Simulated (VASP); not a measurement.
Set up this calculation in VASP 6.6.1, as the native input.

| Item | Value |
| --- | --- |
| Task | single point |
| Functional | LDA |
| Potentials or basis | VASP PAW LDA potentials, release 64 (Pt) |
| Cutoff | 520 eV |
| k mesh | 21 × 21 × 10 |
| Occupations | gaussian, width 0.15 eV |
| Spin | no spin polarisation |
| Dipole correction | no |
| Further INCAR settings | ALGO = Normal; EDIFF = 1e-06; NBANDS = 17 |

The structure of Pt lies in POSCAR:

```
Pt
1.0
    2.5804946569      0.0000000000      0.0000000000
   -1.2902473284      2.2347739272      0.0000000000
    0.0000000000      0.0000000000      4.4558335951
Pt
2
Direct
    0.6666666667      0.3333333333      0.7500000000
    0.3333333333      0.6666666667      0.2500000000
```

One way to write it, as run:

INCAR

```
ALGO = Normal
EDIFF = 1E-6
ENCUT = 520
GGA = CA
ISIF = 2
ISMEAR = 0
LASPH = True
LCHARG = True
LELF = True
LREAL = False
LVHAR = True
LWAVE = False
NBANDS = 17
NELM = 100
PREC = Accurate
SIGMA = 0.15
```

KPOINTS

```
k-points
0
Gamma
  21 21 10
```

Potentials or basis: VASP PAW LDA potentials, release 64 (Pt).

Command:

```bash
$ cat potpaw_LDA.64/Pt/POTCAR > POTCAR
$ mpirun -np 1 vasp_std > vasp.out
```

Results of the run:

```json
{
  "Pressure": "66.0 GPa",
  "Band gap on the k mesh": "zero (band 10 reaches 15.22 eV, above the bottom of band 11 at 13.42 eV)"
}
```

Caveat: spin-orbit coupling is left out, which moves the levels of the heavy elements.

It took 71 s on 1 thread of Intel(R) Xeon(R) Platinum 8375C CPU @ 2.90GHz (Ice Lake) (shared host), peak memory 0.21 GiB.
